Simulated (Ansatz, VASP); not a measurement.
SiC in VASP and in Ansatz

File INCAR:

```
SYSTEM = SiC
PREC = Accurate
ENCUT = 600
EDIFF = 1E-6
ISMEAR = 0
SIGMA = 0.01
LREAL = .FALSE.
LASPH = .TRUE.
NELM = 120
ALGO = Normal
ISIF = 2
LWAVE = .FALSE.
LCHARG = .FALSE.
GGA = PE
NBANDS = 11
GGA_COMPAT = .FALSE.
```

The input KPOINTS:

```
Automatic mesh
0
G
  10 10 10
  0 0 0
```

Contents of POSCAR:

```
SiC
1.0
    0.0000000000      2.2015855622      2.2015855622
    2.2015855622      0.0000000000      2.2015855622
    2.2015855622      2.2015855622      0.0000000000
Si C
1 1
Direct
    0.0000000000      0.0000000000      0.0000000000
    0.2500000000      0.2500000000      0.2500000000
```

Input for Ansatz:

```yaml
crystal:
  lattice:
    - [0.0, 2.2015855622, 2.2015855622]
    - [2.2015855622, 0.0, 2.2015855622]
    - [2.2015855622, 2.2015855622, 0.0]
  atoms:
    - { symbol: Si, position: [0.0, 0.0, 0.0] }
    - { symbol: C, position: [0.25, 0.25, 0.25] }
scf:
  occupations: { method: fixed }
output:
  forces: true
  stress: true
  eigenvalues: true
  write_density: true
  write_potential: true
  elf: true
  volumetric_format: npy
hamiltonian:
  xc: pbe
basis:
  ecutwfc: 560
kpoints:
  mp_grid: { grid: [10, 10, 10] }
```

Alike in both runs: task single point; functional PBE; k mesh 10 × 10 × 10; no spin polarisation.

```csv
,VASP,Ansatz
version,VASP 6.6.1,Ansatz 0.2.0
potentials or method,"VASP PAW PBE potentials, release 64 (Si, C), cutoff 600 eV","scalar-relativistic, plane waves, PAW"
occupations,"gaussian, width 0.01 eV",fixed
valence electrons in the cell,8,8
```

VASP gave:

```
gap on the k mesh at the Fermi level (eV) : 1.39
least direct gap on the mesh (eV)         : 4.51
pressure (GPa)                            : -3.5
```

Q: Which values does Ansatz return?

A: gap on the k mesh at the Fermi level (eV): 1.39; least direct gap on the mesh (eV): 4.51; pressure (GPa): -3.3.
